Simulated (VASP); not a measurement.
The system is MgI2.

```
Mg I
1.0
     4.15721    0.00000    0.00000
    -2.07861    3.60025    0.00000
     0.00000    0.00000    6.87333
Mg I
1 2
Direct
  0.00000 0.00000 0.00000
  0.33333 0.66667 0.24262
  0.66667 0.33333 0.75738
```

Base run:

- Program: VASP 6.6.1
- Functional: PBE
- Potentials or basis: VASP PAW PBE potentials, release 64 (Mg, I)
- Cutoff: 520 eV
- k mesh: 12 × 12 × 4
- Occupations: fermi-dirac, width 0.02 eV
- Spin: no spin polarisation

Its results: band gap on the k mesh 3.51 eV (least direct gap 3.68 eV); pressure 1.1 GPa.

Q: The run is repeated on the same cell with these changes: functional from PBE to r2SCAN; occupations from fermi-dirac, width 0.02 eV to gaussian, width 0.01 eV. What comes out?

A: Band gap on the k mesh 4.10 eV (least direct gap 4.48 eV); pressure 0.5 GPa.

Caveats: spin-orbit coupling is left out, which moves the levels of the heavy elements; this functional lacks dispersion, which binds layers or chains, so the pressure and a relaxed spacing across them are unreliable (at least some runs); the PAW data sets were made with another functional, which shifts forces and pressure a little (at least some runs).

A k mesh can miss the band edges.
